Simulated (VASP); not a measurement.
# HfN (F-43m) in VASP: a series of runs

HfN is run at these levels: LDA, PBEsol, r2SCAN; tasks: single point.

Everything below comes from runs of VASP 6.6.1. Logs are shortened: lines on timing, memory, paths and dates and some standing lists are left out, and cuts for length are marked.

### 1 The cell of the first run

The structure is cubic, space group F-43m (No. 216). The conventional cell has a = 4.877 Å, b = 4.877 Å, c = 4.877 Å, α = 90.00°, β = 90.00°, γ = 90.00°. Within 2.8 Å of Hf (site symmetry -43m) lie 4 N at 2.11 Å. Within 2.8 Å of N (site symmetry -43m) lie 4 Hf at 2.11 Å.

### 2 Single point, LDA

File INCAR:

```
PREC = Accurate
ENCUT = 520
EDIFF = 1E-7
ISMEAR = -1
SIGMA = 0.05
LREAL = F
LASPH = T
NELM = 80
ALGO = Normal
ISIF = 2
LWAVE = F
LCHARG = T
GGA = CA
LELF = T
LVHAR = T
NBANDS = 14
```

File KPOINTS:

```
regular mesh
0
Gamma
  9 9 9
```

File POSCAR:

```
HfN
1.0
    0.0000000000      2.4383461881      2.4383461881
    2.4383461881      0.0000000000      2.4383461881
    2.4383461881      2.4383461881      0.0000000000
Hf N
1 1
Direct
    0.0000000000      0.0000000000      0.0000000000
    0.2500000000      0.2500000000      0.2500000000
```

Potentials or basis: VASP PAW LDA potentials, release 64 (Hf_pv, N).

Started as:

```
$ cat potpaw_LDA.64/Hf_pv/POTCAR potpaw_LDA.64/N/POTCAR > POTCAR
$ mpirun -np 1 vasp_std > vasp.out
```

OUTCAR:

```text
PREC = Accurate
   ENCUT = 520
   EDIFF = 1E-7
   ISMEAR = -1
   LREAL = F
   LASPH = T
   NELM = 80
   ISIF = 2
   GGA = CA

 ion  position               nearest neighbor table
   1  0.000  0.000  0.000-   2 2.11   2 2.11   2 2.11   2 2.11
   2  0.250  0.250  0.250-   1 2.11   1 2.11   1 2.11   1 2.11

  LATTYP: Found a face centered cubic cell.
 ALAT       =     4.8766923762

  Lattice vectors:

 A1 = (   0.0000000000,   2.4383461881,   2.4383461881)
 A2 = (   2.4383461881,   0.0000000000,   2.4383461881)
 A3 = (   2.4383461881,   2.4383461881,   0.0000000000)

Analysis of symmetry for initial positions (statically):
=====================================================================
 Subroutine PRICEL returns:
 Original cell was already a primitive cell.

 Routine SETGRP: Setting up the symmetry group for a
 face centered cubic supercell.

 Subroutine GETGRP returns: Found 24 space group operations
 (whereof 24 operations were pure point group operations)
 out of a pool of 48 trial point group operations.

The static configuration has the point symmetry T_d .

Analysis of symmetry for dynamics (positions and initial velocities):
=====================================================================
 Subroutine PRICEL returns:
 Original cell was already a primitive cell.

 Routine SETGRP: Setting up the symmetry group for a
 face centered cubic supercell.

 Subroutine GETGRP returns: Found 24 space group operations
 (whereof 24 operations were pure point group operations)
 out of a pool of 48 trial point group operations.

The dynamic configuration has the point symmetry T_d .

 Subroutine INISYM returns: Found 24 space group operations
 (whereof 24 operations are pure point group operations),
 and found     1 'primitive' translations

----------------------------------------------------------------------------------------

                                     Primitive cell

  volume of cell :      28.9945

  direct lattice vectors                    reciprocal lattice vectors
     0.000000000  2.438346188  2.438346188    -0.205057019  0.205057019  0.205057019
     2.438346188  0.000000000  2.438346188     0.205057019 -0.205057019  0.205057019
     2.438346188  2.438346188  0.000000000     0.205057019  0.205057019 -0.205057019

[... 83 lines left out ...]
   EDIFF  = 0.1E-06   stopping-criterion for ELM
   LREAL  =      F    real-space projection
   EDIFFG = 0.1E-05   stopping-criterion for IOM
   NSW    =      0    number of steps for IOM
   IBRION =     -1    ionic relax: 0-MD 1-quasi-New 2-CG
   NFREE  =      0    steps in history (QN), initial steepest desc. (CG)
   ISIF   =      2    stress and relaxation
   ISYM   =      2    0-nonsym 1-usesym 2-fastsym
   POTIM  = 0.5000    time-step for ionic-motion
   TEBEG  =    0.0;   TEEND  =   0.0 temperature during run
   PSTRESS=    0.0 pullay stress
   NELECT =      15.0000    total number of electrons
   NUPDOWN=      -1.0000    fix difference up-down
   EMIN   =  10.00;   EMAX   =-10.00  energy-range for DOS
   EFERMI =   0.00;   METHOD = LEGACY
   ISMEAR =    -1;   SIGMA  =   0.05  broadening in eV -4-tet -1-fermi 0-gaus
   EFERMI_NEDOS =   21; number of points for ismear=-14 and -15
   IALGO  =     38    algorithm
   IMIX   =      4    mixing-type and parameters
     AMIX     =   0.40;   BMIX     =  1.00
     AMIX_MAG =   1.60;   BMIX_MAG =  1.00
  volume/ion in A,a.u.               =      14.50        97.83
  Fermi-wavevector in a.u.,A,eV,Ry     =   1.314215  2.483507 23.499467  1.727162
  Thomas-Fermi vector in A             =   2.444484
   LORBIT       =      0    0 simple, 1 ext, 2 COOP (PROOUT), +10 PAW based schemes
   GGA     = CA    functional components
   LHFCALC =     F    Hartree Fock is set to
   AEXX    =    0.0000 exact exchange contribution
   IVDW    =     0    specifies the selected vdW correction
   LEPSILON=     F    determine dielectric tensor
   LRPA    =     F    only Hartree local field effects (RPA)
 non-spin polarized calculation
  energy-cutoff  :      520.00
  volume of cell :       28.99
 maximum number of plane-waves:       797
 NGX is ok and might be reduce to    28
   NGX = 13   NGY = 13   NGZ = 13

 number of electron      15.0000001 magnetization

 Free energy of the ion-electron system (eV)
  ---------------------------------------------------
  ext. energy  EPLUGINS =         0.00000000
  ---------------------------------------------------
  free energy    TOTEN  =       -23.04895339 eV

  energy without entropy =      -23.04380776  energy(sigma->0) =      -23.04638057

 E-fermi :   5.7321     XC(G=0): -11.6017

 val. band max:        5.7100007662   @ k =  -0.2222   0.3333   0.1111
 cond. band min:       5.7576934002   @ k =   0.2222   0.2222   0.0000
 fundamental gap:      0.0476926340
 Fermi energy:         5.7321439323

 k-point     1 :       0.0000    0.0000    0.0000
  band No.  band energies     occupation
      1     -25.1322      2.00000
      2     -25.1322      2.00000
      3     -25.1322      2.00000
      4     -10.2893      2.00000
      5       0.1831      2.00000
      6       0.1831      2.00000
      7       0.1831      2.00000
      8       5.1558      1.99998
      9       7.8989      0.00000
     10       7.8989      0.00000
     11      12.4025      0.00000
     12      12.4025      0.00000
     13      12.4025      0.00000
     14      17.2213      0.00000
[... 377 lines left out ...]
      1     -25.6332      2.00000
      2     -25.3034      2.00000
      3     -25.3034      2.00000
      4      -8.7691      2.00000
      5      -1.2876      2.00000
      6       2.0497      2.00000
      7       2.0497      2.00000
      8       4.6022      2.00000
      9       8.0944      0.00000
     10       9.6732      0.00000
     11      10.5865      0.00000
     12      10.5865      0.00000
     13      14.8712      0.00000
     14      17.2079      0.00000

 [... further k-points ...]
[... 5 lines left out ...]
  --------------------------------------------------------------------------------------
  -------------------------------------------------------------------------------------
  Total       -1.1392109     -1.1392109     -1.1392109      0.0000000     -0.0000000      0.0000000
  in kB      -62.9504170    -62.9504170    -62.9504170      0.0000000     -0.0000000      0.0000000
  external PRESSURE =     -62.9504170 kB  Pullay stress =       0.0000000 kB

 VOLUME and BASIS-vectors are now :
 -----------------------------------------------------------------------------
  energy-cutoff  :      520.00
  volume of cell :       28.99
      direct lattice vectors                 reciprocal lattice vectors
     0.000000000  2.438346188  2.438346188    -0.205057019  0.205057019  0.205057019
     2.438346188  0.000000000  2.438346188     0.205057019 -0.205057019  0.205057019
     2.438346188  2.438346188  0.000000000     0.205057019  0.205057019 -0.205057019

 POSITION                                       TOTAL-FORCE (eV/Angst)
 -----------------------------------------------------------------------------------
      0.00000      0.00000      0.00000         0.000000     -0.000000     -0.000000
      1.21917      1.21917      1.21917        -0.000000      0.000000      0.000000
 -----------------------------------------------------------------------------------
    total drift:                               -0.000000     -0.000000     -0.000000

  FREE ENERGIE OF THE ION-ELECTRON SYSTEM (eV)
  ---------------------------------------------------
  free  energy   TOTEN  =       -23.0489533864 eV

  energy  without entropy=      -23.0438077628  energy(sigma->0) =      -23.04638057
```

OSZICAR:

```text
N       E                     dE             d eps       ncg     rms          rms(c)
DAV:   1     0.421698417663E+02    0.42170E+02   -0.77143E+03   980   0.972E+02
DAV:   2    -0.241551928488E+02   -0.66325E+02   -0.62269E+02  1304   0.232E+02
DAV:   3    -0.266203778149E+02   -0.24652E+01   -0.24558E+01  1142   0.360E+01
DAV:   4    -0.266334905154E+02   -0.13113E-01   -0.13112E-01  1148   0.319E+00
DAV:   5    -0.266336334477E+02   -0.14293E-03   -0.14293E-03  1174   0.292E-01    0.568E+01
DAV:   6    -0.232510011445E+02    0.33826E+01   -0.13012E+01  1004   0.246E+01    0.414E+01
DAV:   7    -0.230879911615E+02    0.16301E+00   -0.70611E-01  1040   0.642E+00    0.254E+01
DAV:   8    -0.230554562662E+02    0.32535E-01   -0.10957E-01  1208   0.288E+00    0.609E+00
DAV:   9    -0.230491505029E+02    0.63058E-02   -0.17243E-02  1100   0.988E-01    0.167E+00
DAV:  10    -0.230490129484E+02    0.13755E-03   -0.13330E-03  1226   0.315E-01    0.395E-01
DAV:  11    -0.230489543592E+02    0.58589E-04   -0.16144E-04  1142   0.110E-01    0.631E-02
DAV:  12    -0.230489534812E+02    0.87803E-06   -0.17085E-05  1286   0.321E-02    0.244E-02
DAV:  13    -0.230489533864E+02    0.94760E-07   -0.38307E-07  1112   0.570E-03
   1 F= -.23048953E+02 E0= -.23046381E+02  d E =-.514562E-02
```

stdout:

```text
POSCAR found type information on POSCAR HfN
 POSCAR found :  2 types and       2 ions
 scaLAPACK will be used
 LDA part: xc-table for (Slater(with rela. corr.)+CA(PZ))
 , standard interpolation
 POSCAR, INCAR and KPOINTS ok, starting setup
 FFT: planning ... GRIDC
 FFT: planning ... GRID_SOFT
 FFT: planning ... GRID
 WAVECAR not read
 entering main loop
```

It took 12 s on 1 thread of Intel Xeon Platinum 8124M at 3.00GHz (Skylake/Cascade Lake), shared host; peak memory 0.15 GiB.

What came out:

* Free energy: -23.0490 eV
* Pressure: -6.3 GPa

Levels at points of the mesh, in eV from the Fermi level:
```csv
k point,band 4,band 5,band 6,band 7,band 8,band 9,band 10,band 11
"(0.00, 0.00, 0.00)",-16.02,-5.55,-5.55,-5.55,-0.58,2.17,2.17,6.67
```

Caveat: spin-orbit coupling is left out, which moves the levels of the heavy elements.

### 3 Single point, LDA

This run uses another cell than the first one, of 14.79 Å³/atom, 1.020 times its volume.

File INCAR:

```
PREC     = Accurate       # precision mode
ENCUT    = 520            # plane-wave cutoff, eV
EDIFF    = 1E-6           # SCF threshold, eV
ISMEAR   = -1             # smearing method
SIGMA    = 0.05           # smearing width, eV
LREAL    = False          # projectors in reciprocal space
LASPH    = True           # aspherical terms in the spheres
NELM     = 60             # most SCF steps
ALGO     = Normal         # electronic algorithm
ISIF     = 2              # what is computed and relaxed
LWAVE    = False          # write WAVECAR
LCHARG   = True           # write CHGCAR
GGA      = CA             # functional
LELF     = True           # ELF
LVHAR    = True         
NBANDS   = 14             # bands
```

File KPOINTS:

```
Automatic mesh
0
Gamma
  9 9 9
```

File POSCAR:

```
HfN
1.0
    0.0000000000      2.4548220000      2.4548220000
    2.4548220000      0.0000000000      2.4548220000
    2.4548220000      2.4548220000      0.0000000000
Hf N
1 1
Direct
    0.0000000000      0.0000000000      0.0000000000
    0.2500000000      0.2500000000      0.2500000000
```

Potentials or basis: VASP PAW LDA potentials, release 64 (Hf_pv, N).

Started as:

```
$ cat potpaw_LDA.64/Hf_pv/POTCAR potpaw_LDA.64/N/POTCAR > POTCAR
$ mpirun -np 1 vasp_std > vasp.out
```

Run time: 12 s. Hardware: 1 thread of Intel Xeon Platinum 8124M at 3.00GHz (Skylake/Cascade Lake), shared host; peak memory 0.15 GiB.

The run converged. Its results:

| Quantity | Value |
| --- | --- |
| Free energy | -23.0191 eV |
| Pressure | -10.0 GPa |

Levels at points of the mesh, in eV from the Fermi level:
```tsv
k point	band 5	band 6	band 7	band 8	band 9	band 10
(0.00, 0.00, 0.00)	-5.45	-5.45	-5.45	-0.62	2.12	2.12
```

Caveat: spin-orbit coupling is left out, which moves the levels of the heavy elements.

[end of part 1 of 2]
